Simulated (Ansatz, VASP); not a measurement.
## Two plane-wave programs on TiC

```
Ti C
1.0
     0.00000    2.17119    2.17119
     2.17119    0.00000    2.17119
     2.17119    2.17119    0.00000
Ti C
1 1
Direct
  0.00000 0.00000 0.00000
  0.50000 0.50000 0.50000
```

Change from the starting cell: volume scaled by 1.01, PAW files.

Alike in both runs: task electric field gradients; functional PBEsol; k mesh 16 × 16 × 16; occupations fermi-dirac, width 0.03 eV; no spin polarisation.

|  | VASP | Ansatz |
| --- | --- | --- |
| version | VASP 6.6.1 | Ansatz 0.2.0 |
| potentials or method | VASP PAW PBE potentials, release 64 (Ti_sv, C) | PAW with Ansatz's default frozen-core files, scalar-relativistic |
| plane-wave cutoff (eV) | 520 | 420 |
| valence electrons in the cell | 16 | 16 |

|  | VASP | Ansatz | Ansatz less VASP |
| --- | --- | --- | --- |
| pressure (GPa) | -8.2 | -8.5 | -0.28 |

VASP's potentials were made for PBE, not for PBEsol.
